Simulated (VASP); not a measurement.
**WS2: single point with PBE**

Crystal: WS2.

```
W S
1.0
     3.16058   -1.93750    0.00000
     3.16058    1.93750    0.00000
    -0.00311    0.00000    4.45709
W S
1 2
Direct
  0.01630 0.98562 0.00248
  0.68526 0.69215 0.29261
  0.32308 0.30514 0.70347
```

This cell differs from its parent crystal: atoms moved at random.

```
Program                : VASP 6.6.1
Task                   : single point
Functional             : PBE
Potentials or basis    : VASP PAW PBE potentials, release 64 (W_sv, S)
Cutoff                 : 520 eV
k mesh                 : 8 × 8 × 6
Occupations            : fermi-dirac, width 0.05 eV
Spin                   : no spin polarisation
Dipole correction      : no
Further INCAR settings : ALGO = Normal; EDIFF = 1e-06; NBANDS = 20
```

| Item | Value |
| --- | --- |
| Pressure | -6.8 GPa |
| Largest force | 1.707 eV/Å |
| Band gap on the k mesh | zero (band 13 reaches 7.55 eV, above the bottom of band 14 at 6.54 eV) |

Forces in eV/Å, atoms in the order of the input:
```
W    0.118 -0.165 -0.245
S   -1.184 -0.066 -1.068
S    1.067  0.232  1.313
```

Stress tensor (GPa, compression positive):
```
-13.11  -0.19  -7.64
 -0.19 -19.77  -0.42
 -7.64  -0.42  12.57
```

Levels at points of the mesh, in eV from the Fermi level:
| k point | band 10 | band 11 | band 12 | band 13 | band 14 | band 15 | band 16 | band 17 |
| --- | --- | --- | --- | --- | --- | --- | --- | --- |
| (0.00, 0.00, 0.00) | -1.49 | -0.93 | -0.58 | -0.52 | 0.17 | 0.45 | 1.73 | 2.66 |
| (0.50, 0.00, 0.00) | -3.91 | -3.60 | -2.71 | -0.97 | 0.26 | 0.44 | 3.27 | 4.53 |
| (0.00, 0.50, 0.00) | -3.79 | -3.61 | -2.66 | -1.00 | 0.27 | 0.53 | 3.18 | 4.66 |
| (0.50, 0.50, 0.00) | -3.38 | -3.03 | -2.44 | -1.49 | 0.20 | 0.30 | 3.95 | 4.26 |
| (0.00, 0.00, 0.50) | -2.98 | -2.67 | -2.00 | -0.94 | -0.77 | 0.21 | 4.26 | 4.45 |
| (0.50, 0.00, 0.50) | -2.49 | -2.04 | -0.53 | -0.39 | 0.26 | 0.49 | 2.50 | 4.09 |
| (0.00, 0.50, 0.50) | -2.35 | -1.98 | -0.55 | -0.28 | 0.27 | 0.55 | 2.65 | 4.07 |
| (0.50, 0.50, 0.50) | -3.65 | -2.29 | -1.65 | -0.27 | 0.26 | 0.54 | 2.34 | 4.01 |

Run time: 2.7 min on 1 thread of Intel Xeon 6975P-C, with other jobs on the host, peak memory 0.32 GiB.

Caveat: the cell differs from its parent crystal (atoms moved at random); spin-orbit coupling is left out, which moves the levels of the heavy elements; forces of over 1 eV/Å act on the atoms, so gaps and moduli don't describe the material at rest.
